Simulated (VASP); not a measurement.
# Al (P6_3/mmc) in VASP: notebook

Al is run at these levels: PBE+D3(BJ); tasks: single point.

Everything below comes from runs of VASP 6.6.1. Logs are shortened: lines on timing, memory, paths and dates and some standing lists are left out, and cuts for length are marked.

## Step 1: The cell of the first run

Symmetry: P6_3/mmc, No. 194, hexagonal system. Conventional cell: a = 2.933 Å, b = 2.933 Å, c = 10.040 Å, α = 90.00°, β = 90.00°, γ = 120.00°. Al (site symmetry -3m) has 12 Al at 2.93 to 3.03 Å within 3.9 Å. Al (site symmetry -6m2) has 12 Al at 2.93 to 3.03 Å within 3.9 Å.

This isn't the form of Al at room conditions, which is fcc.

## Step 2: Single point, PBE+D3(BJ)

Contents of INCAR:

```
SYSTEM = Al
PREC = Accurate
ENCUT = 520
EDIFF = 1E-6
ISMEAR = 0
SIGMA = 0.15
LREAL = .FALSE.
LASPH = .TRUE.
NELM = 80
ALGO = Normal
ISIF = 2
LWAVE = .FALSE.
LCHARG = .FALSE.
GGA = PE
IVDW = 12
NBANDS = 14
```

Contents of KPOINTS:

```
regular mesh
0
G
  18 18 4
  0 0 0
```

Contents of POSCAR:

```
Al
1.0
    2.9326000000      0.0000000000      0.0000000000
   -1.4663000000      2.5397060991      0.0000000000
    0.0000000000      0.0000000000     10.0395000000
Al
4
Direct
    0.0000000000      0.0000000000      0.0000000000
    0.3333333333      0.6666666667      0.2500000000
    0.0000000000      0.0000000000      0.5000000000
    0.6666666667      0.3333333333      0.7500000000
```

Potentials or basis: VASP PAW PBE potentials, release 64 (Al).

Command:

```bash
cat potpaw_PBE.64/Al/POTCAR > POTCAR
mpirun -np 1 vasp_std > vasp.out
```

OUTCAR:

```text
SYSTEM = Al
   PREC = Accurate
   ENCUT = 520
   EDIFF = 1E-6
   ISMEAR = 0
   LREAL = .FALSE.
   LASPH = .TRUE.
   NELM = 80
   ISIF = 2
   GGA = PE
   IVDW = 12
 IVDW          = 12

 ion  position               nearest neighbor table
   1  0.000  0.000  0.000-   2 3.03   4 3.03   2 3.03   4 3.03   4 3.03   2 3.03
   2  0.333  0.667  0.250-   1 3.03   3 3.03   1 3.03   3 3.03   1 3.03   3 3.03
   3  0.000  0.000  0.500-   2 3.03   4 3.03   2 3.03   4 3.03   4 3.03   2 3.03
   4  0.667  0.333  0.750-   1 3.03   3 3.03   1 3.03   3 3.03   1 3.03   3 3.03

  LATTYP: Found a hexagonal cell.
 ALAT       =     2.9326000000
 C/A-ratio  =     3.4234126713

  Lattice vectors:

 A1 = (   2.9326000000,   0.0000000000,   0.0000000000)
 A2 = (  -1.4663000000,   2.5397060991,   0.0000000000)
 A3 = (   0.0000000000,   0.0000000000,  10.0395000000)

Analysis of symmetry for initial positions (statically):
=====================================================================
 Subroutine PRICEL returns:
 Original cell was already a primitive cell.

 Routine SETGRP: Setting up the symmetry group for a
 hexagonal supercell.

 Subroutine GETGRP returns: Found 24 space group operations
 (whereof 12 operations were pure point group operations)
 out of a pool of 24 trial point group operations.

The static configuration has the point symmetry D_3d.
 The point group associated with its full space group is D_6h.

Analysis of symmetry for dynamics (positions and initial velocities):
=====================================================================
 Subroutine PRICEL returns:
 Original cell was already a primitive cell.

 Routine SETGRP: Setting up the symmetry group for a
 hexagonal supercell.

 Subroutine GETGRP returns: Found 24 space group operations
 (whereof 12 operations were pure point group operations)
 out of a pool of 24 trial point group operations.

The dynamic configuration has the point symmetry D_3d.
 The point group associated with its full space group is D_6h.

 Subroutine INISYM returns: Found 24 space group operations
 (whereof 12 operations are pure point group operations),
 and found     1 'primitive' translations

----------------------------------------------------------------------------------------

                                     Primitive cell

  volume of cell :      74.7736

  direct lattice vectors                    reciprocal lattice vectors
     2.932600000  0.000000000  0.000000000     0.340994339  0.196873174  0.000000000
    -1.466300000  2.539706099  0.000000000     0.000000000  0.393746347  0.000000000
     0.000000000  0.000000000 10.039500000     0.000000000  0.000000000  0.099606554

  length of vectors
     2.932600000  2.932600000 10.039500000     0.393746347  0.393746347  0.099606554

  position of ions in fractional coordinates (direct lattice)
     0.000000000  0.000000000  0.000000000
     0.333333333  0.666666667  0.250000000
     0.000000000  0.000000000  0.500000000
     0.666666667  0.333333333  0.750000000

  ion indices of the primitive-cell ions
   primitive index   ion index
                 1           1
                 2           2
                 3           3
                 4           4

----------------------------------------------------------------------------------------

 KPOINTS: regular mesh

Automatic generation of k-mesh.
 Grid dimensions read from file:
 generate k-points for:   18   18    4

 Generating k-lattice:

  Cartesian coordinates                     Fractional coordinates (reciprocal lattice)
     0.018944130  0.010937399  0.000000000     0.055555556  0.000000000  0.000000000
     0.000000000  0.021874797  0.000000000     0.000000000  0.055555556  0.000000000
     0.000000000  0.000000000  0.024901639     0.000000000  0.000000000  0.250000000

  Length of vectors
     0.021874797  0.021874797  0.024901639

  Shift w.r.t. Gamma in fractional coordinates (k-lattice)
     0.000000000  0.000000000  0.000000000

 Subroutine IBZKPT returns following result:
 ===========================================

 Found    111 irreducible k-points:

 Following reciprocal coordinates:
            Coordinates               Weight
  0.000000  0.000000  0.000000      1.000000
  0.055556  0.000000  0.000000      6.000000
  0.111111  0.000000  0.000000      6.000000
  0.166667  0.000000  0.000000      6.000000
  0.222222  0.000000  0.000000      6.000000
  0.277778  0.000000  0.000000      6.000000
[... 16 lines left out ...]
  0.333333  0.111111  0.000000     12.000000
  0.388889  0.111111  0.000000     12.000000
 [... further k-points ...]
   k-points           NKPTS =    111   k-points in BZ     NKDIM =    111   number of bands    NBANDS=     14
   number of dos      NEDOS =    301   number of ions     NIONS =      4
   total plane-waves  NPLWV =  46080
   dimension x,y,z NGX =    24 NGY =   24 NGZ =   80
   dimension x,y,z NGXF=    48 NGYF=   48 NGZF=  160
   ions per type =               4
   NGX,Y,Z   is equivalent  to a cutoff of  13.61, 13.61, 13.25 a.u.
   NGXF,Y,Z  is equivalent  to a cutoff of  27.21, 27.21, 26.49 a.u.
 SYSTEM =  Al
   PREC   = accura    normal or accurate (medium, high low for compatibility)
   ISTART =      0    job   : 0-new  1-cont  2-samecut
   ICHARG =      2    charge: 1-file 2-atom 10-const
   ISPIN  =      1    spin polarized calculation?
   LNONCOLLINEAR =      F non collinear calculations
   LSORBIT =      F    spin-orbit coupling
   LASPH  =      T    aspherical Exc in radial PAW
   ENCUT  =  520.0 eV  38.22 Ry    6.18 a.u.   5.45  5.45 18.67*2*pi/ulx,y,z
   NELM   =     80;   NELMIN=  2; NELMDL= -5     # of ELM steps
   EDIFF  = 0.1E-05   stopping-criterion for ELM
   LREAL  =      F    real-space projection
   EDIFFG = 0.1E-04   stopping-criterion for IOM
   NSW    =      0    number of steps for IOM
   IBRION =     -1    ionic relax: 0-MD 1-quasi-New 2-CG
   NFREE  =      0    steps in history (QN), initial steepest desc. (CG)
   ISIF   =      2    stress and relaxation
   ISYM   =      2    0-nonsym 1-usesym 2-fastsym
   POTIM  = 0.5000    time-step for ionic-motion
   TEBEG  =    0.0;   TEEND  =   0.0 temperature during run
   PSTRESS=    0.0 pullay stress
   NELECT =      12.0000    total number of electrons
   NUPDOWN=      -1.0000    fix difference up-down
   EMIN   =  10.00;   EMAX   =-10.00  energy-range for DOS
   EFERMI =   0.00;   METHOD = LEGACY
   ISMEAR =     0;   SIGMA  =   0.15  broadening in eV -4-tet -1-fermi 0-gaus
   EFERMI_NEDOS =   21; number of points for ismear=-14 and -15
   IALGO  =     38    algorithm
   IMIX   =      4    mixing-type and parameters
     AMIX     =   0.40;   BMIX     =  1.00
     AMIX_MAG =   1.60;   BMIX_MAG =  1.00
  volume/ion in A,a.u.               =      18.69       126.15
  Fermi-wavevector in a.u.,A,eV,Ry     =   0.889650  1.681194 10.768697  0.791477
  Thomas-Fermi vector in A             =   2.011238
   LORBIT       =      0    0 simple, 1 ext, 2 COOP (PROOUT), +10 PAW based schemes
   GGA     = PE    functional components
   LHFCALC =     F    Hartree Fock is set to
   AEXX    =    0.0000 exact exchange contribution
   IVDW    =    12    specifies the selected vdW correction
   LEPSILON=     F    determine dielectric tensor
   LRPA    =     F    only Hartree local field effects (RPA)
 non-spin polarized calculation
 Gauss-broadening in eV      SIGMA  =   0.15
  energy-cutoff  :      520.00
  volume of cell :       74.77
 maximum number of plane-waves:      2065
 NGX is ok and might be reduce to    24
   NGX = 11   NGY = 11   NGZ = 37

 number of electron      12.0000000 magnetization

 Free energy of the ion-electron system (eV)
  ---------------------------------------------------
  ext. energy  EPLUGINS =         0.00000000
  ---------------------------------------------------
  free energy    TOTEN  =       -14.72979912 eV

  energy without entropy =      -14.70971537  energy(sigma->0) =      -14.71975724

 E-fermi :   6.7375     XC(G=0):  -9.7523

 val. band max:        6.6997248297   @ k =   0.2222   0.2222   0.2500
 cond. band min:       6.7402594263   @ k =   0.2778   0.1111   0.2500
 fundamental gap:      0.0405345966
 Fermi energy:         6.7374552835

 k-point     1 :       0.0000    0.0000    0.0000
  band No.  band energies     occupation
      1      -3.5455      2.00000
      2      -2.0883      2.00000
      3      -2.0835      2.00000
      4       1.9978      2.00000
      5       2.4515      2.00000
      6       9.1565      0.00000
      7       9.1632      0.00000
      8      17.1293      0.00000
      9      17.1293      0.00000
     10      17.3903      0.00000
     11      17.3903      0.00000
     12      17.6845      0.00000
     13      18.2101      0.00000
     14      18.3944      0.00000

 k-point     2 :       0.0556    0.0000    0.0000
  band No.  band energies     occupation
      1      -3.4746      2.00000
      2      -2.0181      2.00000
      3      -2.0133      2.00000
      4       2.0678      2.00000
      5       2.5180      2.00000
      6       9.2185      0.00000
      7       9.2261      0.00000
      8      15.6567      0.00000
      9      16.2352      0.00000
     10      16.8172      0.00000
     11      16.9302      0.00000
     12      17.3909      0.00000
     13      17.4401      0.00000
     14      17.4805      0.00000

 k-point     3 :       0.1111    0.0000    0.0000
  band No.  band energies     occupation
      1      -3.2623      2.00000
      2      -1.8075      2.00000
      3      -1.8029      2.00000
      4       2.2774      2.00000
      5       2.7173      2.00000
      6       9.4012      0.00000
      7       9.4130      0.00000
      8      13.7193      0.00000
      9      14.9437      0.00000
     10      15.0211      0.00000
     11      15.3213      0.00000
     12      16.5708      0.00000
     13      16.5724      0.00000
     14      16.7915      0.00000

 k-point     4 :       0.1667    0.0000    0.0000
  band No.  band energies     occupation
      1      -2.9091      2.00000
      2      -1.4573      2.00000
      3      -1.4527      2.00000
      4       2.6252      2.00000
      5       3.0493      2.00000
      6       9.6821      0.00000
      7       9.7146      0.00000
      8      11.8079      0.00000
      9      13.0306      0.00000
     10      13.1134      0.00000
     11      14.5248      0.00000
     12      15.7811      0.00000
     13      15.7854      0.00000
     14      15.9598      0.00000

 k-point     5 :       0.2222    0.0000    0.0000
  band No.  band energies     occupation
      1      -2.4160      2.00000
      2      -0.9683      2.00000
      3      -0.9640      2.00000
      4       3.1082      2.00000
      5       3.5134      2.00000
      6       9.5936      0.00000
      7      10.0597      0.00000
      8      10.4650      0.00000
      9      11.1820      0.00000
     10      11.3572      0.00000
     11      13.8503      0.00000
[... 276 lines left out ...]
 k-point    22 :       0.2778    0.1111    0.0000
  band No.  band energies     occupation
      1      -0.8067      2.00000
      2       0.6269      2.00000
      3       0.6296      2.00000
      4       4.6402      2.00000
      5       5.0241      2.00000
      6       6.6112      1.76599
      7       7.9542      0.00000
      8       7.9815      0.00000
      9      10.0522      0.00000
     10      11.2002      0.00000
     11      11.3685      0.00000
     12      11.6730      0.00000
     13      11.7325      0.00000
     14      12.3041      0.00000

 k-point    23 :       0.3333    0.1111    0.0000
  band No.  band energies     occupation
      1       0.0952      2.00000
      2       1.5203      2.00000
      3       1.5206      2.00000
      4       4.8829      2.00000
      5       5.6566      2.00000
      6       5.7794      2.00000
      7       6.5118      1.96660
      8       6.5463      1.92854
      9       9.6673      0.00000
     10      10.4400      0.00000
     11      10.5954      0.00000
     12      11.1796      0.00000
     13      11.2982      0.00000
     14      12.6863      0.00000

 k-point    24 :       0.3889    0.1111    0.0000
  band No.  band energies     occupation
      1       1.1282      2.00000
      2       2.5322      2.00000
      3       2.5415      2.00000
      4       3.5786      2.00000
      5       4.9670      2.00000
      6       5.0049      2.00000
      7       6.6509      1.58566
      8       6.9423      0.05345
      9       8.8710      0.00000
     10       9.3172      0.00000
     11       9.7752      0.00000
     12      10.9905      0.00000
     13      11.0721      0.00000
     14      13.5211      0.00000

 [... further k-points ...]

------------------------ aborting loop because EDIFF is reached ----------------------------------------

 Edisp (eV)   -1.18246

 E8    (eV) :    -0.5281

  FORCE on cell =-STRESS in cart. coord.  units (eV):
  Direction    XX          YY          ZZ          XY          YZ          ZX
  --------------------------------------------------------------------------------------
  -------------------------------------------------------------------------------------
  Total      -4.27488    -4.27488    -4.70601     0.00000     0.00000    -0.00000
  in kB     -91.59807   -91.59807  -100.83579     0.00000     0.00000    -0.00000
  external pressure =      -94.68 kB  Pullay stress =        0.00 kB

 VOLUME and BASIS-vectors are now :
 -----------------------------------------------------------------------------
  energy-cutoff  :      520.00
  volume of cell :       74.77
      direct lattice vectors                 reciprocal lattice vectors
     2.932600000  0.000000000  0.000000000     0.340994339  0.196873174  0.000000000
    -1.466300000  2.539706099  0.000000000     0.000000000  0.393746347  0.000000000
     0.000000000  0.000000000 10.039500000     0.000000000  0.000000000  0.099606554

 POSITION                                       TOTAL-FORCE (eV/Angst)
 -----------------------------------------------------------------------------------
      0.00000      0.00000      0.00000         0.000000      0.000000     -0.000000
     -0.00000      1.69314      2.50988        -0.000000      0.000000      0.000000
      0.00000      0.00000      5.01975         0.000000      0.000000     -0.000000
      1.46630      0.84657      7.52963         0.000000     -0.000000      0.000000
 -----------------------------------------------------------------------------------
    total drift:                               -0.000000      0.000000      0.000000

  FREE ENERGIE OF THE ION-ELECTRON SYSTEM (eV)
  ---------------------------------------------------
  free  energy   TOTEN  =       -15.9122639510 eV

  energy  without entropy=      -15.8921802014  energy(sigma->0) =      -15.90222208
```

It took 1.7 min on 1 thread of Intel Xeon 8259CL, shared host; peak memory 0.25 GiB.

What came out:

```yaml
Free_energy: -15.9123 eV
Pressure: -9.5 GPa
Band_gap_on_the_k_mesh: zero (bands 6 and 7 overlap by 4.41 eV)
Dispersion_energy_per_atom: -0.296 eV
```

Stress tensor (GPa, compression positive):
```
 -9.16   0.00   0.00
  0.00  -9.16   0.00
  0.00   0.00 -10.08
```

Caveat: the cell stands under tension.

## Step 3: Single point, PBE+D3(BJ)

This run uses another cell than the first one, of 18.73 Å³/atom.

Contents of INCAR:

```
SYSTEM = Al
PREC = Accurate
ENCUT = 520
EDIFF = 1E-7
ISMEAR = 0
SIGMA = 0.15
LREAL = .FALSE.
LASPH = .TRUE.
NELM = 60
ALGO = Normal
ISIF = 2
LWAVE = .FALSE.
LCHARG = .TRUE.
GGA = PE
IVDW = 12
LELF = .TRUE.
LVHAR = .TRUE.
NBANDS = 14
```

Contents of KPOINTS:

```
Automatic mesh
0
G
  18 18 4
  0 0 0
```

Contents of POSCAR:

```
Al
1.0
    2.7750000000      0.0000000000      0.0000000000
   -1.3875000000      2.4032204955      0.0000000000
    0.0000000000      0.0000000000     11.2371000000
Al
4
Direct
    0.0000000000      0.0000000000      0.0000000000
    0.3333333333      0.6666666667      0.2500000000
    0.0000000000      0.0000000000      0.5000000000
    0.6666666667      0.3333333333      0.7500000000
```

Potentials or basis: VASP PAW PBE potentials, release 64 (Al).

Command:

```bash
cat potpaw_PBE.64/Al/POTCAR > POTCAR
mpirun -np 1 vasp_std > vasp.out
```

OUTCAR:

```text
SYSTEM = Al
   PREC = Accurate
   ENCUT = 520
   EDIFF = 1E-7
   ISMEAR = 0
   LREAL = .FALSE.
   LASPH = .TRUE.
   NELM = 60
   ISIF = 2
   GGA = PE
   IVDW = 12
 IVDW          = 12

 ion  position               nearest neighbor table
   1  0.000  0.000  0.000-   2 3.23   4 3.23   2 3.23   4 3.23   4 3.23   2 3.23
   2  0.333  0.667  0.250-   1 3.23   3 3.23   1 3.23   3 3.23   1 3.23   3 3.23
   3  0.000  0.000  0.500-   2 3.23   4 3.23   2 3.23   4 3.23   4 3.23   2 3.23
   4  0.667  0.333  0.750-   1 3.23   3 3.23   1 3.23   3 3.23   1 3.23   3 3.23

  LATTYP: Found a hexagonal cell.
 ALAT       =     2.7750000000
 C/A-ratio  =     4.0494054054

  Lattice vectors:

 A1 = (   2.7750000000,   0.0000000000,   0.0000000000)
 A2 = (  -1.3875000000,   2.4032204955,   0.0000000000)
 A3 = (   0.0000000000,   0.0000000000,  11.2371000000)

Analysis of symmetry for initial positions (statically):
=====================================================================
 Subroutine PRICEL returns:
 Original cell was already a primitive cell.

 Routine SETGRP: Setting up the symmetry group for a
 hexagonal supercell.

 Subroutine GETGRP returns: Found 24 space group operations
[... 193 lines left out ...]
     13      19.5747      0.00000
     14      20.1680      0.00000
[... 377 lines left out ...]
      1       1.5849      2.00000
      2       2.6609      2.00000
      3       2.6703      2.00000
      4       4.1907      2.00000
      5       5.1471      2.00000
      6       5.4273      2.00000
      7       5.7799      2.00000
      8       6.9838      0.00202
      9       7.9600      0.00000
     10       9.6691      0.00000
     11      10.9342      0.00000
     12      11.3784      0.00000
     13      11.8226      0.00000
     14      12.2387      0.00000

 [... further k-points ...]

------------------------ aborting loop because EDIFF is reached ----------------------------------------

 Edisp (eV)   -1.18469

 E8    (eV) :    -0.5306

  FORCE on cell =-STRESS in cart. coord.  units (eV):
  Direction    XX          YY          ZZ          XY          YZ          ZX
  --------------------------------------------------------------------------------------
  -------------------------------------------------------------------------------------
  Total      -1.69900    -1.69900    -5.76823     0.00000     0.00000     0.00000
  in kB     -36.32395   -36.32395  -123.32248     0.00000     0.00000     0.00000
  external pressure =      -65.32 kB  Pullay stress =        0.00 kB

 VOLUME and BASIS-vectors are now :
 -----------------------------------------------------------------------------
  energy-cutoff  :      520.00
  volume of cell :       74.94
      direct lattice vectors                 reciprocal lattice vectors
     2.775000000  0.000000000  0.000000000     0.360360360  0.208054151  0.000000000
    -1.387500000  2.403220495  0.000000000     0.000000000  0.416108302  0.000000000
     0.000000000  0.000000000 11.237100000     0.000000000  0.000000000  0.088990932

 POSITION                                       TOTAL-FORCE (eV/Angst)
 -----------------------------------------------------------------------------------
      0.00000      0.00000      0.00000         0.000000      0.000000     -0.000000
     -0.00000      1.60215      2.80927         0.000000      0.000000      0.000000
      0.00000      0.00000      5.61855         0.000000      0.000000     -0.000000
      1.38750      0.80107      8.42783        -0.000000      0.000000     -0.000000
 -----------------------------------------------------------------------------------
    total drift:                                0.000000      0.000000      0.000000

  FREE ENERGIE OF THE ION-ELECTRON SYSTEM (eV)
  ---------------------------------------------------
  free  energy   TOTEN  =       -15.6584631912 eV

  energy  without entropy=      -15.6326476672  energy(sigma->0) =      -15.64555543
```

Run time: 2.1 min. Hardware: 1 thread of Intel Xeon 8259CL, shared host; peak memory 0.25 GiB.

What came out:

| Item | Value |
| --- | --- |
| Free energy | -15.6585 eV |
| Pressure | -6.5 GPa |
| Band gap on the k mesh | zero (bands 6 and 7 overlap by 3.20 eV) |
| Dispersion energy per atom | -0.296 eV |

Caveat: the stress differs along the axes, from -12 to -4 GPa.

The gap in the log of VASP goes by the Fermi energy; the results here count the filled bands.